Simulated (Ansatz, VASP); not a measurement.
Si2W: VASP beside Ansatz

```
Si W
1.0
    -1.61383    1.61383    3.93741
     1.61383   -1.61383    3.93741
     1.61383    1.61383   -3.93741
Si W
2 1
Direct
  0.33466 0.33466 0.00000
  0.66534 0.66534 0.00000
  0.00000 0.00000 0.00000
```

Alike in both runs: task single point; functional LDA; k mesh 20 × 20 × 20; occupations gaussian, width 0.15 eV; no spin polarisation.

|  | VASP | Ansatz |
| --- | --- | --- |
| version | VASP 6.6.1 | Ansatz 0.2.0 |
| potentials or method | VASP PAW LDA potentials, release 64 (Si, W_sv), cutoff 520 eV | scalar-relativistic, plane waves, PAW |
| valence electrons in the cell | 22 | 22 |

```csv
,VASP,Ansatz,Ansatz less VASP
gap on the k mesh at the Fermi level (eV),none,none,-
pressure (GPa),-8.1,-8.7,-0.63
"traceless stress, the component that is largest in VASP (GPa)",-0.74,-0.77,-0.030
rms of the force components (eV/Å),0.046,0.051,+0.0051
```

Ansatz warns that its potentials were made for another functional, while VASP's fit it. LDA's correlation is that of Perdew and Zunger in VASP and of Perdew and Wang (1992) in Ansatz. Atom by atom the forces differ by 0.005 eV/Å (rms over components). A gap of «none» marks a metal or a gap that the smearing closes.

Spin-orbit coupling is off throughout.
